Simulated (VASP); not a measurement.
A run of VASP 6.6.1:

Contents of POSCAR:

```
Na2ClF
1.0
    1.8106869146      1.0454005775      5.9206591818
   -1.8106869146      1.0454005775      5.9206591818
    0.0000000000     -2.0908011551      5.9206591818
F Cl Na
1 1 2
Direct
    1.0000000000      0.0000000000      0.0000000000
    0.5000000000      0.5000000000      0.5000000000
    0.2634375879      0.2634375879      0.2634375879
    0.7365624121      0.7365624121      0.7365624121
```

The input INCAR.step1:

```
SYSTEM = Na2ClF
ALGO     = Normal         ! electronic algorithm
EDIFF    = 1E-8           ! SCF threshold, eV
ENCUT    = 500            ! plane-wave cutoff, eV
GGA      = PE             ! functional
ISMEAR   = 0              ! smearing method
LASPH    = .True.         ! aspherical terms in the spheres
LCHARG   = .False.        ! write CHGCAR
LREAL    = .False.        ! projectors in reciprocal space
LWAVE    = .True.         ! write WAVECAR
NELM     = 80             ! most SCF steps
PREC     = Accurate       ! precision mode
SIGMA    = 0.01           ! smearing width, eV
```

Contents of INCAR.step2:

```
SYSTEM = Na2ClF
ALGO     = Exact          ! electronic algorithm
EDIFF    = 1E-8           ! SCF threshold, eV
ENCUT    = 500            ! plane-wave cutoff, eV
GGA      = PE             ! functional
ISMEAR   = 0              ! smearing method
ISTART   = 1            
LASPH    = .True.         ! aspherical terms in the spheres
LCHARG   = .False.        ! write CHGCAR
LOPTICS  = .True.         ! frequency-dependent dielectric function
LREAL    = .False.        ! projectors in reciprocal space
LWAVE    = .True.         ! write WAVECAR
NBANDS   = 268            ! bands
NELM     = 1              ! most SCF steps
PREC     = Accurate       ! precision mode
SIGMA    = 0.01           ! smearing width, eV
```

The input INCAR.step3:

```
SYSTEM = Na2ClF
ALGO     = EVGW0          ! electronic algorithm
EDIFF    = 1E-8           ! SCF threshold, eV
ENCUT    = 500            ! plane-wave cutoff, eV
ENCUTGW  = 140.0          ! cutoff of the response function
GGA      = PE             ! functional
ISMEAR   = 0              ! smearing method
ISTART   = 1            
LASPH    = .True.         ! aspherical terms in the spheres
LCHARG   = .False.        ! write CHGCAR
LREAL    = .False.        ! projectors in reciprocal space
LWAVE    = .False.        ! write WAVECAR
NBANDS   = 268            ! bands
NBANDSGW = 24           
NELMGW   = 1            
NOMEGA   = 48             ! frequency points
PREC     = Accurate       ! precision mode
PRECFOCK = Fast         
SIGMA    = 0.01           ! smearing width, eV
```

KPOINTS

```
k-points
0
Gamma
  4 4 4
  0 0 0
```

Potentials or basis: VASP PAW PBE potentials, release 64 (F_GW, Cl_GW, Na_sv_GW).

Run with:

```console
$ cat potpaw_PBE.64/F_GW/POTCAR potpaw_PBE.64/Cl_GW/POTCAR potpaw_PBE.64/Na_sv_GW/POTCAR > POTCAR
$ cp INCAR.step1 INCAR
$ mpirun -np 1 vasp_std > vasp.out
$ cp INCAR.step2 INCAR
$ mpirun -np 1 vasp_std > vasp.out
$ cp INCAR.step3 INCAR
$ mpirun -np 1 vasp_std > vasp.out
```

Hardware: 1 thread of Intel(R) Xeon(R) Platinum 8488C (Sapphire Rapids) (shared host).

Task: Estimate the wall time of this run.

Result: Run time: 39 min on 1 thread of Intel(R) Xeon(R) Platinum 8488C (Sapphire Rapids), with other jobs on the host, peak memory 1.2 GiB. Counts: k points 13.
